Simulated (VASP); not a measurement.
# NaH (F-43m) in VASP: notebook

Aim: see how the results for NaH move with the level of theory and the settings. Levels: PBEsol, LDA. Tasks: relaxation of cell and atoms.

Program: VASP 6.6.1. These are calculated values, not measurements. Logs are shortened: lines on timing, memory, paths and dates and some standing lists are left out, and cuts for length are marked.

## (1) The cell of the first run

It takes space group F-43m (No. 216, cubic). The conventional cell has a = 5.219 Å, b = 5.219 Å, c = 5.219 Å, α = 90.00°, β = 90.00°, γ = 90.00°. Na (site symmetry -43m) has 4 H at 2.26 Å within 3.0 Å. H (site symmetry -43m) has 4 Na at 2.26 Å within 3.0 Å.

## (2) Relaxation of cell and atoms, PBEsol

Contents of INCAR:

```
SYSTEM = NaH
PREC = Accurate
ENCUT = 600
EDIFF = 1E-6
ISMEAR = -1
SIGMA = 0.02
LREAL = .False.
LASPH = .True.
NELM = 80
ALGO = Normal
ISIF = 3
LWAVE = .False.
LCHARG = .False.
GGA = PS
IBRION = 2
NSW = 80
EDIFFG = -0.005
```

Contents of KPOINTS:

```
Automatic mesh
0
Gamma
  8 8 8
  0 0 0
```

Contents of POSCAR:

```
NaH
1.0
    0.0000000000      2.6096546508      2.6096546508
    2.6096546508      0.0000000000      2.6096546508
    2.6096546508      2.6096546508      0.0000000000
Na H
1 1
Direct
    0.0000000000      0.0000000000      0.0000000000
    0.2500000000      0.2500000000      0.2500000000
```

Potentials or basis: VASP PAW PBE potentials, release 64 (Na_pv, H).

Run with:

```bash
cat potpaw_PBE.64/Na_pv/POTCAR potpaw_PBE.64/H/POTCAR > POTCAR
mpirun -np 1 vasp_std > vasp.out
```

OUTCAR:

```text
SYSTEM = NaH
   PREC = Accurate
   ENCUT = 600
   EDIFF = 1E-6
   ISMEAR = -1
   LREAL = .False.
   LASPH = .True.
   NELM = 80
   ISIF = 3
   GGA = PS
   IBRION = 2
   NSW = 80
   EDIFFG = -0.005

 ion  position               nearest neighbor table
   1  0.000  0.000  0.000-
   2  0.250  0.250  0.250-

  LATTYP: Found a face centered cubic cell.
 ALAT       =     5.2193093016

  Lattice vectors:

 A1 = (   0.0000000000,   2.6096546508,   2.6096546508)
 A2 = (   2.6096546508,   0.0000000000,   2.6096546508)
 A3 = (   2.6096546508,   2.6096546508,   0.0000000000)

Analysis of symmetry for initial positions (statically):
=====================================================================
 Subroutine PRICEL returns:
 Original cell was already a primitive cell.

 Routine SETGRP: Setting up the symmetry group for a
 face centered cubic supercell.

 Subroutine GETGRP returns: Found 24 space group operations
 (whereof 24 operations were pure point group operations)
 out of a pool of 48 trial point group operations.

The static configuration has the point symmetry T_d .

Analysis of symmetry for dynamics (positions and initial velocities):
=====================================================================
 Subroutine PRICEL returns:
 Original cell was already a primitive cell.

 Routine SETGRP: Setting up the symmetry group for a
 face centered cubic supercell.

 Subroutine GETGRP returns: Found 24 space group operations
 (whereof 24 operations were pure point group operations)
 out of a pool of 48 trial point group operations.

The dynamic configuration has the point symmetry T_d .

 Subroutine INISYM returns: Found 24 space group operations
 (whereof 24 operations are pure point group operations),
 and found     1 'primitive' translations

----------------------------------------------------------------------------------------

                                     Primitive cell

  volume of cell :      35.5450

  direct lattice vectors                    reciprocal lattice vectors
     0.000000000  2.609654651  2.609654651    -0.191596233  0.191596233  0.191596233
     2.609654651  0.000000000  2.609654651     0.191596233 -0.191596233  0.191596233
     2.609654651  2.609654651  0.000000000     0.191596233  0.191596233 -0.191596233

  length of vectors
     3.690609000  3.690609000  3.690609000     0.331854410  0.331854410  0.331854410

  position of ions in fractional coordinates (direct lattice)
     0.000000000  0.000000000  0.000000000
     0.250000000  0.250000000  0.250000000

  ion indices of the primitive-cell ions
   primitive index   ion index
                 1           1
                 2           2

----------------------------------------------------------------------------------------

 KPOINTS: Automatic mesh

Automatic generation of k-mesh.
 Grid dimensions read from file:
 generate k-points for:    8    8    8

 Generating k-lattice:

  Cartesian coordinates                     Fractional coordinates (reciprocal lattice)
    -0.023949529  0.023949529  0.023949529     0.125000000  0.000000000  0.000000000
     0.023949529 -0.023949529  0.023949529     0.000000000  0.125000000  0.000000000
     0.023949529  0.023949529 -0.023949529     0.000000000  0.000000000  0.125000000

  Length of vectors
     0.041481801  0.041481801  0.041481801

  Shift w.r.t. Gamma in fractional coordinates (k-lattice)
     0.000000000  0.000000000  0.000000000

 Subroutine IBZKPT returns following result:
 ===========================================

 Found     29 irreducible k-points:

 Following reciprocal coordinates:
            Coordinates               Weight
  0.000000  0.000000  0.000000      1.000000
  0.125000  0.000000  0.000000      8.000000
  0.250000  0.000000  0.000000      8.000000
  0.375000  0.000000  0.000000      8.000000
  0.500000  0.000000  0.000000      4.000000
  0.125000  0.125000  0.000000      6.000000
[... 16 lines left out ...]
  0.500000  0.250000  0.125000     48.000000
 -0.375000  0.250000  0.125000     24.000000
 [... further k-points ...]
   k-points           NKPTS =     29   k-points in BZ     NKDIM =     29   number of bands    NBANDS=      8
   number of dos      NEDOS =    301   number of ions     NIONS =      2
   total plane-waves  NPLWV =  27000
   dimension x,y,z NGX =    30 NGY =   30 NGZ =   30
   dimension x,y,z NGXF=    60 NGYF=   60 NGZF=   60
   ions per type =               1   1
   NGX,Y,Z   is equivalent  to a cutoff of  13.51, 13.51, 13.51 a.u.
   NGXF,Y,Z  is equivalent  to a cutoff of  27.03, 27.03, 27.03 a.u.
 SYSTEM =  NaH
   PREC   = accura    normal or accurate (medium, high low for compatibility)
   ISTART =      0    job   : 0-new  1-cont  2-samecut
   ICHARG =      2    charge: 1-file 2-atom 10-const
   ISPIN  =      1    spin polarized calculation?
   LNONCOLLINEAR =      F non collinear calculations
   LSORBIT =      F    spin-orbit coupling
   LASPH  =      T    aspherical Exc in radial PAW
   ENCUT  =  600.0 eV  44.10 Ry    6.64 a.u.   7.37  7.37  7.37*2*pi/ulx,y,z
   NELM   =     80;   NELMIN=  2; NELMDL= -5     # of ELM steps
   EDIFF  = 0.1E-05   stopping-criterion for ELM
   LREAL  =      F    real-space projection
   EDIFFG = -.5E-02   stopping-criterion for IOM
   NSW    =     80    number of steps for IOM
   IBRION =      2    ionic relax: 0-MD 1-quasi-New 2-CG
   NFREE  =      1    steps in history (QN), initial steepest desc. (CG)
   ISIF   =      3    stress and relaxation
   ISYM   =      2    0-nonsym 1-usesym 2-fastsym
   POTIM  = 0.5000    time-step for ionic-motion
   TEBEG  =    0.0;   TEEND  =   0.0 temperature during run
   PSTRESS=    0.0 pullay stress
   NELECT =       8.0000    total number of electrons
   NUPDOWN=      -1.0000    fix difference up-down
   EMIN   =  10.00;   EMAX   =-10.00  energy-range for DOS
   EFERMI =   0.00;   METHOD = LEGACY
   ISMEAR =    -1;   SIGMA  =   0.02  broadening in eV -4-tet -1-fermi 0-gaus
   EFERMI_NEDOS =   21; number of points for ismear=-14 and -15
   IALGO  =     38    algorithm
   IMIX   =      4    mixing-type and parameters
     AMIX     =   0.40;   BMIX     =  1.00
     AMIX_MAG =   1.60;   BMIX_MAG =  1.00
  volume/ion in A,a.u.               =      17.77       119.93
  Fermi-wavevector in a.u.,A,eV,Ry     =   0.995815  1.881817 13.492171  0.991647
  Thomas-Fermi vector in A             =   2.127860
   LORBIT       =      0    0 simple, 1 ext, 2 COOP (PROOUT), +10 PAW based schemes
   GGA     = PS    functional components
   LHFCALC =     F    Hartree Fock is set to
   AEXX    =    0.0000 exact exchange contribution
   IVDW    =     0    specifies the selected vdW correction
   LEPSILON=     F    determine dielectric tensor
   LRPA    =     F    only Hartree local field effects (RPA)
 conjugate gradient relaxation of ions
 non-spin polarized calculation
  energy-cutoff  :      600.00
  volume of cell :       35.55
 maximum number of plane-waves:      1243
 NGX is ok and might be reduce to    30
   NGX = 15   NGY = 15   NGZ = 15

--------------------------------------- Ionic step        1  -------------------------------------------

 number of electron       8.0000007 magnetization

 Free energy of the ion-electron system (eV)
  ---------------------------------------------------
  ext. energy  EPLUGINS =         0.00000000
  ---------------------------------------------------
  free energy    TOTEN  =        -4.95567053 eV

  energy without entropy =       -4.95567053  energy(sigma->0) =       -4.95567053

------------------------ aborting loop because EDIFF is reached ----------------------------------------

  FORCE on cell =-STRESS in cart. coord.  units (eV):
  Direction    XX          YY          ZZ          XY          YZ          ZX
  --------------------------------------------------------------------------------------
  -------------------------------------------------------------------------------------
  Total       -0.0877452     -0.0877452     -0.0877452      0.0000000      0.0000000     -0.0000000
  in kB       -3.9550764     -3.9550764     -3.9550764      0.0000000      0.0000000     -0.0000000
  external PRESSURE =      -3.9550764 kB  Pullay stress =       0.0000000 kB
[... 57 lines left out ...]
  energy  without entropy=       -4.9561574242  energy(sigma->0) =       -4.95615742

--------------------------------------- Ionic step        3  -------------------------------------------

 number of electron       7.9999999 magnetization

 Free energy of the ion-electron system (eV)
  ---------------------------------------------------
  ext. energy  EPLUGINS =         0.00000000
  ---------------------------------------------------
  free energy    TOTEN  =        -4.95671356 eV

  energy without entropy =       -4.95671356  energy(sigma->0) =       -4.95671356

 E-fermi :  -1.3747     XC(G=0):  -7.0425

 val. band max:       -1.8493981063   @ k =  -0.2500   0.5000   0.2500
 cond. band min:       1.5538151276   @ k =   0.5000   0.0000   0.0000
 fundamental gap:      3.4032132339
 Fermi energy:        -1.3746560876

 k-point     1 :       0.0000    0.0000    0.0000
  band No.  band energies     occupation
      1     -23.7376      2.00000
      2     -23.7376      2.00000
      3     -23.7376      2.00000
      4      -4.8087      2.00000
      5       6.3342      0.00000
      6      11.4087      0.00000
      7      11.4087      0.00000
      8      11.4087      0.00000
[... 243 lines left out ...]
 k-point    24 :      -0.3750    0.2500    0.1250
  band No.  band energies     occupation
      1     -23.7812      2.00000
      2     -23.7573      2.00000
      3     -23.7482      2.00000
      4      -2.2571      2.00000
      5       2.2142      0.00000
      6       5.9814      0.00000
      7       7.8008      0.00000
      8      11.4311      0.00000

 [... further k-points ...]
[... 5 lines left out ...]
  --------------------------------------------------------------------------------------
  -------------------------------------------------------------------------------------
  Total        0.0032067      0.0032067      0.0032067      0.0000000      0.0000000      0.0000000
  in kB        0.1480639      0.1480639      0.1480639      0.0000000      0.0000000      0.0000000
  external PRESSURE =       0.1480639 kB  Pullay stress =       0.0000000 kB
[... 17 lines left out ...]
  FREE ENERGIE OF THE ION-ELECTRON SYSTEM (eV)
  ---------------------------------------------------
  free  energy   TOTEN  =        -4.9567135608 eV

  energy  without entropy=       -4.9567135608  energy(sigma->0) =       -4.95671356

 reached required accuracy - stopping structural energy minimisation
```

Run time: 33 s. Hardware: 1 thread of Intel Xeon 8259CL, shared host; peak memory 0.16 GiB.

What came out:

```yaml
Free_energy: -4.9567 eV
Relaxed_volume: 17.35 Å³/atom
Relaxed_cell: a = 3.661 Å, b = 3.661 Å, c = 3.661 Å, α = 60.00°, β = 60.00°, γ = 60.00°
Space_group_after_relaxing_to_0.1_Å: F-43m (No. 216)
Energy_gained_by_relaxing: 0.5 meV/atom
Ionic_steps: 3
Pressure_after_relaxing: 0.0 GPa
Band_gap_on_the_k_mesh: 3.40 eV (least direct gap 4.14 eV)
```

The path:
```
step  energy change (eV)  largest force (eV/Å)  pressure (GPa)  volume (Å³)
   1              0.0000                0.0000           -0.40        35.55
   2             -0.0005                0.0000           -0.29        35.32
   3             -0.0010                0.0000            0.01        34.70
```

Final structure:
```cif
data_structure
_symmetry_space_group_name_H-M 'P 1'
_symmetry_Int_Tables_number 1
_cell_length_a 3.6611
_cell_length_b 3.6611
_cell_length_c 3.6611
_cell_angle_alpha 60.000
_cell_angle_beta 60.000
_cell_angle_gamma 60.000
_cell_volume 34.70
loop_
_atom_site_label
_atom_site_type_symbol
_atom_site_fract_x
_atom_site_fract_y
_atom_site_fract_z
_atom_site_occupancy
Na1 Na 0.00000 0.00000 0.00000 1
H1 H 0.25000 0.25000 0.25000 1
```

Levels at points of the mesh, in eV from the valence-band top:
| k point | band 1 | band 2 | band 3 | band 4 | band 5 | band 6 | band 7 | band 8 |
| --- | --- | --- | --- | --- | --- | --- | --- | --- |
| (0.00, 0.00, 0.00) | -21.89 | -21.89 | -21.89 | -2.96 | 8.18 | 13.26 | 13.26 | 13.26 |
| (0.50, 0.00, 0.00) | -21.94 | -21.89 | -21.89 | -0.74 | 3.40 | 10.60 | 12.50 | 12.50 |
| (0.50, 0.50, 0.00) | -21.94 | -21.91 | -21.91 | -0.09 | 4.86 | 7.24 | 9.63 | 9.63 |

Caveat: the structure was generated, so it needn't be the stable form of NaH; the PAW data sets were made with another functional, which shifts forces and pressure a little.

## (3) Relaxation of cell and atoms, LDA

Contents of INCAR:

```
ALGO     = Normal         # electronic algorithm
EDIFF    = 1E-6           # SCF threshold, eV
EDIFFG   = -0.005         # ionic threshold
ENCUT    = 600            # plane-wave cutoff, eV
GGA      = CA             # functional
IBRION   = 2              # ionic algorithm
ISIF     = 3              # what is computed and relaxed
ISMEAR   = -1             # smearing method
LASPH    = True           # aspherical terms in the spheres
LCHARG   = False          # write CHGCAR
LREAL    = False          # projectors in reciprocal space
LWAVE    = False          # write WAVECAR
NELM     = 80             # most SCF steps
NSW      = 80             # ionic steps
PREC     = Accurate       # precision mode
SIGMA    = 0.02           # smearing width, eV
```

Contents of KPOINTS:

```
k-points
0
Gamma
  8 8 8
```

POSCAR is that of step 2.

Potentials or basis: VASP PAW LDA potentials, release 64 (Na_pv, H).

Run with:

```bash
cat potpaw_LDA.64/Na_pv/POTCAR potpaw_LDA.64/H/POTCAR > POTCAR
mpirun -np 1 vasp_std > vasp.out
```

Run time: 38 s. Hardware: 1 thread of Intel Xeon 8259CL, shared host; peak memory 0.15 GiB.

It converged, with:

* Free energy: -5.2570 eV
* Relaxed volume: 16.27 Å³/atom
* Relaxed cell: a = 3.584 Å, b = 3.584 Å, c = 3.584 Å, α = 60.00°, β = 60.00°, γ = 60.00°
* Space group after relaxing (to 0.1 Å): F-43m (No. 216)
* Energy gained by relaxing: 7.3 meV/atom
* Ionic steps: 4
* Pressure after relaxing: 0.0 GPa
* Band gap on the k mesh: 3.31 eV (least direct gap 4.12 eV)

Step by step:
```
step  energy change (eV)  largest force (eV/Å)  pressure (GPa)  volume (Å³)
   1              0.0000                0.0000           -1.48        35.55
   2             -0.0068                0.0000           -1.11        34.71
   3             -0.0138                0.0000           -0.38        33.24
   4             -0.0146                0.0000            0.04        32.54
```

Final structure:
```
Na H
1.0
     0.00000    2.53399    2.53399
     2.53399    0.00000    2.53399
     2.53399    2.53399    0.00000
Na H
1 1
Cartesian
  0.0000 0.0000 0.0000
  1.2670 1.2670 1.2670
```

Levels at points of the mesh, in eV from the valence-band top:
```tsv
k point	band 1	band 2	band 3	band 4	band 5	band 6	band 7	band 8
(0.00, 0.00, 0.00)	-21.96	-21.96	-21.96	-3.20	8.53	13.48	13.48	13.48
(0.50, 0.00, 0.00)	-22.02	-21.97	-21.97	-0.81	3.31	10.95	12.72	12.72
(0.50, 0.50, 0.00)	-22.02	-21.98	-21.98	-0.10	4.82	7.30	9.79	9.79
```

Caveat: the structure was generated, so it needn't be the stable form of NaH. A k mesh can miss the band edges.
